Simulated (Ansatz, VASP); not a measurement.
## Ag: VASP beside Ansatz

Contents of INCAR:

```
PREC = Accurate ; ENCUT = 520
EDIFF = 1E-6 ; ISMEAR = 0
SIGMA = 0.15 ; LREAL = False
LASPH = True ; NELM = 80
ALGO = Normal ; ISIF = 2
LWAVE = False ; LCHARG = False
GGA = PE ; NBANDS = 12
```

KPOINTS

```
Automatic mesh
0
Gamma
  20 20 20
```

File POSCAR:

```
Ag
1.0
    0.0000000000      1.8796520000      2.0431000000
    1.8796520000      0.0000000000      2.0431000000
    1.8796520000      1.8796520000      0.0000000000
Ag
1
Direct
    0.0000000000      0.0000000000      0.0000000000
```

Input for Ansatz:

```yaml
crystal:
  lattice:
    - [0.0, 1.879652, 2.0431]
    - [1.879652, 0.0, 2.0431]
    - [1.879652, 1.879652, 0.0]
  atoms:
    - { symbol: Ag, position: [0.0, 0.0, 0.0] }
basis:
  ecutwfc: 420
kpoints:
  mp_grid: { grid: [20, 20, 20] }
hamiltonian:
  xc: pbe
scf:
  occupations: { method: gaussian, width: 0.15 }
output:
  forces: true
  stress: true
  eigenvalues: true
```

Change from the starting cell: strain -0.080 along x and y, +0.000 along z, atoms carried along.

Alike in both runs: task single point; functional PBE; k mesh 20 × 20 × 20; occupations gaussian, width 0.15 eV; no spin polarisation.

|  | VASP | Ansatz |
| --- | --- | --- |
| version | VASP 6.6.1 | Ansatz 0.2.0 |
| potentials or method | VASP PAW PBE potentials, release 64 (Ag), cutoff 520 eV | scalar-relativistic, plane waves, PAW |
| valence electrons in the cell | 11 | 19 |

VASP gave:

| Item | Value |
| --- | --- |
| gap on the k mesh at the Fermi level (eV) | none |
| pressure (GPa) | 35.4 |
| traceless stress, the component that is largest in VASP (GPa) | -5.25 |

Question: Which values does Ansatz return?

Answer: gap on the k mesh at the Fermi level (eV): none; pressure (GPa): 35.9; traceless stress, the component that is largest in VASP (GPa): -5.29.

A gap of «none» marks a metal or a gap that the smearing closes. Both programs put the cell under a high pressure, so it lies far from rest at this level. The functional is the same, so the differences come from potentials, cutoffs and numerics. VASP's potentials hold 11 valence electrons a cell and Ansatz's 19, so a difference there can come from the potentials and not from the codes.
